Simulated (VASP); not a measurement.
## Hf3B5: single point with PBE

The system is Hf3B5.

```
Hf B
1.0
    -2.88494    2.88494    2.88494
     2.88494   -2.88494    2.88494
     2.88494    2.88494   -2.88494
Hf B
3 5
Direct
  0.00000 0.50000 0.50000
  0.50000 0.50000 0.00000
  0.50000 0.00000 0.50000
  0.00000 0.00000 0.00000
  0.00000 0.00000 0.50000
  0.00000 0.50000 0.00000
  0.50000 0.00000 0.00000
  0.50000 0.50000 0.50000
```

```json
{"Program": "VASP 6.6.1", "Task": "single point", "Functional": "PBE", "Potentials or basis": "VASP PAW PBE potentials, release 64 (Hf_pv, B)", "Cutoff": "520 eV", "k mesh": "10 × 10 × 10", "Occupations": "gaussian, width 0.1 eV", "Spin": "no spin polarisation"}
```

```yaml
Pressure: -0.1 GPa
```

Levels at points of the mesh, in eV from the Fermi level:
```
           k point  band 19  band 20  band 21  band 22  band 23  band 24  band 25  band 26
(0.00, 0.00, 0.00)    -1.76    -1.76    -1.68    -1.68     2.05     2.05     2.27     2.27
(0.50, 0.00, 0.00)    -2.60    -2.00    -1.17    -0.22    -0.14     1.07     1.24     1.65
(0.50, 0.50, 0.50)    -2.40    -0.71    -0.22    -0.22    -0.22     1.84     1.84     1.84
```

Wall time 70 s on 1 thread of Intel(R) Xeon(R) 6975P-C (Granite Rapids), on a shared host, peak memory 0.3 GiB.

Caveat: spin-orbit coupling is left out, which moves the levels of the heavy elements.
